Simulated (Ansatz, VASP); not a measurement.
**PbSe: VASP beside Ansatz**

The input POSCAR:

```
PbSe
1.0
    0.0000000000      3.1206779849      3.1206779849
    3.1206779849      0.0000000000      3.1206779849
    3.1206779849      3.1206779849      0.0000000000
Pb Se
1 1
Direct
    0.0000000000      0.0000000000      0.0000000000
    0.5000000000      0.5000000000      0.5000000000
```

Contents of INCAR.step1:

```
SYSTEM = PbSe
ALGO     = Normal         ! electronic algorithm
EDIFF    = 1E-5           ! SCF threshold, eV
ENCUT    = 520            ! plane-wave cutoff, eV
GGA      = PE             ! functional
ISIF     = 2              ! what is computed and relaxed
ISMEAR   = -1             ! smearing method
LASPH    = .True.         ! aspherical terms in the spheres
LCHARG   = .False.        ! write CHGCAR
LREAL    = .False.        ! projectors in reciprocal space
LWAVE    = .True.         ! write WAVECAR
NBANDS   = 17             ! bands
NELM     = 60             ! most SCF steps
PREC     = Accurate       ! precision mode
SIGMA    = 0.05           ! smearing width, eV
```

File INCAR.step2:

```
SYSTEM = PbSe
AEXX     = 0.1            ! exact-exchange fraction
ALGO     = Normal         ! electronic algorithm
EDIFF    = 1E-6           ! SCF threshold, eV
ENCUT    = 520            ! plane-wave cutoff, eV
ISIF     = 2              ! what is computed and relaxed
ISMEAR   = -1             ! smearing method
ISTART   = 1            
LASPH    = .True.         ! aspherical terms in the spheres
LCHARG   = .False.        ! write CHGCAR
LHFCALC  = .True.         ! exact exchange
LMIXTAU  = .True.       
LREAL    = .False.        ! projectors in reciprocal space
LWAVE    = .False.        ! write WAVECAR
METAGGA  = R2SCAN         ! meta-GGA
NBANDS   = 17             ! bands
NELM     = 60             ! most SCF steps
PREC     = Accurate       ! precision mode
PRECFOCK = Normal       
SIGMA    = 0.05           ! smearing width, eV
```

File KPOINTS:

```
k-points
0
Gamma
  4 4 4
  0 0 0
```

Contents of input.yaml:

```yaml
crystal:
  lattice:
    - [0.0, 3.1206779849, 3.1206779849]
    - [3.1206779849, 0.0, 3.1206779849]
    - [3.1206779849, 3.1206779849, 0.0]
  atoms:
    - { symbol: Pb, position: [0.0, 0.0, 0.0] }
    - { symbol: Se, position: [0.5, 0.5, 0.5] }
hamiltonian:
  xc: r2scanh
  pseudopotentials: { kind: paw }
kpoints:
  mp_grid: { grid: [4, 4, 4] }
scf:
  occupations: { method: fermi_dirac, width: 0.05 }
output:
  forces: true
  stress: true
  eigenvalues: true
```

Alike in both runs: task single point; functional r2SCANh; k mesh 4 × 4 × 4; occupations fermi-dirac, width 0.05 eV; no spin polarisation.

```csv
,VASP,Ansatz
version,VASP 6.6.1,Ansatz 0.2.0
potentials or method,"VASP PAW PBE potentials, release 64 (Pb_d, Se)",Ansatz PAW
plane-wave cutoff (eV),520,500
valence electrons in the cell,20,30
```

Ansatz gave:

```
gap on the k mesh at the Fermi level (eV) : 1.13
least direct gap on the mesh (eV)         : 1.13
pressure (GPa)                            : -1.7
```

**Question.** Which values does VASP return?

**Answer.** gap on the k mesh at the Fermi level (eV): 1.16; least direct gap on the mesh (eV): 1.16; pressure (GPa): -1.7.

VASP's potentials were made for PBE, not for r2SCANh. With one functional, cell and mesh, what is left measures potentials, basis and numerics. VASP's potentials hold 20 valence electrons a cell and Ansatz's 30, so a difference there can come from the potentials and not from the codes.

The k mesh is coarse, so the values compare programs but aren't converged. Spin-orbit coupling is off throughout.
